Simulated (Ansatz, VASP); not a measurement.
# TiSb2N3: VASP beside Ansatz

```
CELL_PARAMETERS angstrom
2.92031 1.68604 2.91671
-2.92031 1.68604 2.91671
0.00000 -3.37208 2.91671
ATOMIC_POSITIONS crystal
Ti 0.00000 0.00000 0.00000
Sb 0.68475 0.68475 0.68475
Sb 0.31525 0.31525 0.31525
N 0.00000 0.00000 0.50000
N 0.50000 0.00000 0.00000
N 0.00000 0.50000 0.00000
```

Alike in both runs: functional PBE; k mesh 6 × 6 × 6; occupations gaussian, width 0.1 eV; no spin polarisation.

Ansatz relaxed the structure, and its values are those at the end. VASP's run is a single point on that final structure, the one shown.

```csv
,VASP,Ansatz
version,VASP 6.6.1,Ansatz 0.2.0
potentials or method,"VASP PAW PBE potentials, release 64 (Ti_sv, Sb, N), cutoff 520 eV","scalar-relativistic, plane waves, PAW"
valence electrons in the cell,37,57
```

```tsv
	VASP	Ansatz	Ansatz less VASP
gap on the k mesh at the Fermi level (eV)	none	none	-
pressure (GPa)	0.0	0.0	-0.08
rms of the force components (eV/Å)	0.019	0.000	-0.0192
```

A gap of «none» marks a metal or a gap that the smearing closes. The functional is the same, so the differences come from potentials, cutoffs and numerics. VASP's potentials hold 37 valence electrons a cell and Ansatz's 57, so a difference there can come from the potentials and not from the codes.

Neither program's run includes spin-orbit coupling.
